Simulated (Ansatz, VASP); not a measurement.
One calculation of Sc, two programs

INCAR

```
SYSTEM = Sc
PREC = Accurate ; ENCUT = 520
EDIFF = 1E-7 ; ISMEAR = 0
SIGMA = 0.15 ; LREAL = .FALSE.
LASPH = .TRUE. ; NELM = 60
ALGO = Fast ; ISIF = 2
LWAVE = .FALSE. ; LCHARG = .TRUE.
GGA = PE ; LELF = .TRUE.
LVHAR = .TRUE. ; NBANDS = 18
```

File KPOINTS:

```
Automatic mesh
0
G
  18 18 10
  0 0 0
```

The input POSCAR:

```
Sc
1.0
    3.1136980336      0.0000000000      0.0000000000
   -1.5568490168      2.6965415968      0.0000000000
    0.0000000000      0.0000000000      5.9488533602
Sc
2
Direct
    0.3333333333      0.6666666667      0.2500000000
    0.6666666667      0.3333333333      0.7500000000
```

Input for Ansatz:

```yaml
crystal:
  lattice:
    - [3.1136980336, 0.0, 0.0]
    - [-1.5568490168, 2.6965415968, 0.0]
    - [0.0, 0.0, 5.9488533602]
  atoms:
    - { symbol: Sc, position: [0.3333333333, 0.6666666667, 0.25] }
    - { symbol: Sc, position: [0.6666666667, 0.3333333333, 0.75] }
basis:
  ecutwfc: 420
kpoints:
  mp_grid: { grid: [18, 18, 10] }
hamiltonian:
  xc: pbe
scf:
  occupations: { method: gaussian, width: 0.15 }
output:
  forces: true
  stress: true
  eigenvalues: true
  write_density: true
  write_potential: true
  elf: true
  volumetric_format: npy
```

Alike in both runs: task single point; functional PBE; k mesh 18 × 18 × 10; occupations gaussian, width 0.15 eV; no spin polarisation.

|  | VASP | Ansatz |
| --- | --- | --- |
| version | VASP 6.6.1 | Ansatz 0.2.0 |
| potentials or method | VASP PAW PBE potentials, release 64 (Sc_sv), cutoff 520 eV | scalar-relativistic, plane waves, PAW |
| valence electrons in the cell | 22 | 22 |

|  | VASP | Ansatz | Ansatz less VASP |
| --- | --- | --- | --- |
| gap on the k mesh at the Fermi level (eV) | none | none | - |
| pressure (GPa) | 0.2 | 0.2 | -0.03 |
| traceless stress, the component that is largest in VASP (GPa) | -9.44 | -9.44 | 0.000 |

A gap of «none» marks a metal or a gap that the smearing closes. The functional is the same, so the differences come from potentials, cutoffs and numerics.
